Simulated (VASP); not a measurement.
## ZrS2: single point with LDA

Crystal: ZrS2.

```xyz
3
Lattice="3.5850 0.0000 0.0000 -1.7925 3.1047 0.0000 0.0000 0.0000 5.8669" Properties=species:S:1:pos:R:3 pbc="T T T"
Zr    0.0000    0.0000    0.0000
S     1.7925    1.0349    4.4073
S     0.0000    2.0698    1.4596
```

```json
{
  "Program": "VASP 6.6.1",
  "Task": "single point",
  "Functional": "LDA",
  "Potentials or basis": "VASP PAW LDA potentials, release 64 (Zr_sv, S)",
  "Cutoff": "500 eV",
  "k mesh": "6 × 6 × 4",
  "Occupations": "gaussian, width 0.01 eV",
  "Spin": "no spin polarisation"
}
```

* Pressure: 0.0 GPa
* Largest force: 0.019 eV/Å
* Band gap on the k mesh: 0.66 eV, indirect (least direct gap 1.45 eV)

Forces on the atoms (eV/Å):
```
Zr   0.000  0.000  0.000
S    0.000  0.000 -0.019
S    0.000  0.000  0.019
```

Stress tensor (GPa, compression positive):
```
 0.63  0.00  0.00
 0.00  0.63  0.00
 0.00  0.00 -1.16
```

Levels at points of the mesh, in eV from the valence-band top:
```csv
k point,band 10,band 11,band 12,band 13,band 14,band 15
"(0.00, 0.00, 0.00)",-0.01,0.00,0.00,1.52,1.52,2.14
"(0.50, 0.00, 0.00)",-2.54,-1.96,-1.18,0.92,3.44,3.84
"(0.00, 0.00, 0.50)",-2.04,-0.15,-0.15,1.48,1.48,2.67
"(0.50, 0.00, 0.50)",-2.51,-0.87,-0.80,0.66,3.43,3.82
```

It took 47 s on 1 thread of Intel Xeon 8259CL, with other jobs on the host, peak memory 0.17 GiB.

A k mesh can miss the band edges.
